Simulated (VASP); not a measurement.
The system is TaOs.

```
Ta Os
1.0
     2.85880    0.00000    0.00000
    -1.42940    2.47579    0.00000
     0.00000    0.00000    4.57194
Ta Os
1 1
Direct
  0.00000 0.00000 0.00000
  0.33333 0.66667 0.50000
```

The cell was generated, and may not be a known phase.

```yaml
Program: VASP 6.6.1
Task: relaxation of cell and atoms
Functional: PBE
Potentials_or_basis: VASP PAW PBE potentials, release 64 (Ta_pv, Os)
Cutoff: 600 eV
k_mesh: 24 × 24 × 12
Occupations: gaussian, width 0.1 eV
Spin: no spin polarisation
```

At the start: pressure -0.5 GPa; volume 16.18 Å³/atom.

**Question.** Where does the relaxation end?

**Answer.** Over 5 steps the energy falls by 11.7 meV/atom and the volume is 16.21 Å³/atom (+0.2 %); space group P-6m2 (No. 187, to 0.1 Å) before and after.

Step by step:
```
step  energy change (eV)  largest force (eV/Å)  pressure (GPa)  volume (Å³)
   1              0.0000                0.0000           -0.47        32.36
   2             -0.0211                0.0000            2.51        32.12
   3             -0.0216                0.0000            2.11        32.15
   4             -0.0129                0.0000           -4.84        33.06
   5             -0.0234                0.0000           -0.03        32.41
```

Final structure:
```
Ta Os
1.0
     2.89956    0.00000    0.00000
    -1.44978    2.51109    0.00000
     0.00000    0.00000    4.45191
Ta Os
1 1
Cartesian
  0.0000 0.0000 0.0000
  0.0000 1.6741 2.2260
```
